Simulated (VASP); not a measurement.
Here is a VASP 6.6.1 calculation.

File INCAR:

```
PREC = Accurate ; ENCUT = 520
EDIFF = 1E-6 ; ISMEAR = 0
SIGMA = 0.1 ; LREAL = F
LASPH = T ; NELM = 60
ALGO = Normal ; ISIF = 2
LWAVE = F ; LCHARG = F
GGA = PE ; NBANDS = 12
```

KPOINTS

```
regular mesh
0
Gamma
  16 16 12
```

The input POSCAR:

```
MgSiN
1.0
    3.0669793139      0.0000000000      0.0000000000
    0.0000000000      3.0669793139      0.0000000000
    0.0000000000      0.0000000000      3.8247606315
Mg Si N
1 1 1
Direct
    0.0000000000      0.0000000000      0.0000000000
    0.5000000000      0.5000000000      0.5000000000
    0.5000000000      0.5000000000      0.0000000000
```

Potentials or basis: VASP PAW PBE potentials, release 64 (Mg, Si, N).

Command:

```sh
$ cat potpaw_PBE.64/Mg/POTCAR potpaw_PBE.64/Si/POTCAR potpaw_PBE.64/N/POTCAR > POTCAR
$ mpirun -np 1 vasp_std > vasp.out
```

(1) Predict the pressure.

Answers

(1) -0.3 GPa.
